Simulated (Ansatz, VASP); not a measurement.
Two plane-wave programs on OsPtC4N4

```
Os Pt C N
1.0
     5.91338    0.00000    0.00000
     0.00000    5.91338    0.00000
     0.00000    0.00000    5.91338
Os Pt C N
1 1 4 4
Direct
  0.00000 0.00000 0.00000
  0.50000 0.50000 0.50000
  0.18706 0.18706 0.18706
  0.18706 0.81294 0.81294
  0.81294 0.18706 0.81294
  0.81294 0.81294 0.18706
  0.30318 0.30318 0.30318
  0.30318 0.69682 0.69682
  0.69682 0.30318 0.69682
  0.69682 0.69682 0.30318
```

Alike in both runs: functional PBE; k mesh 4 × 4 × 4; occupations gaussian, width 0.1 eV; collinear spin.

Ansatz relaxed the structure, and its values are those at the end. VASP's run is a single point on that final structure, the one shown.

|  | VASP | Ansatz |
| --- | --- | --- |
| version | VASP 6.6.1 | Ansatz 0.2.0 |
| potentials or method | VASP PAW PBE potentials, release 64 (Os_sv_GW, Pt_sv_GW, C, N), cutoff 700 eV | scalar-relativistic, plane waves, PAW |
| valence electrons in the cell | 70 | 70 |

VASP gave:

| Quantity | Value |
| --- | --- |
| gap on the k mesh at the Fermi level (eV) | 0.18 |
| least direct gap on the mesh (eV) | 0.46 |
| pressure (GPa) | 0.2 |
| rms of the force components (eV/Å) | 0.133 |
| net moment per atom (μB) | 0.00 |

Question: Which values does Ansatz return?

Answer: gap on the k mesh at the Fermi level (eV): 0.18; least direct gap on the mesh (eV): 0.46; pressure (GPa): 0.1; rms of the force components (eV/Å): 0.001; net moment per atom (μB): 0.00.

One of these differences is far larger than is usual between the two programs; its cause wasn't traced. The functional is the same, so the differences come from potentials, cutoffs and numerics. Ansatz's warnings: seeded moment not kept.

Neither program's run includes spin-orbit coupling. Noted on VASP's run: the standard files for N, O and F lose accuracy on very short bonds.
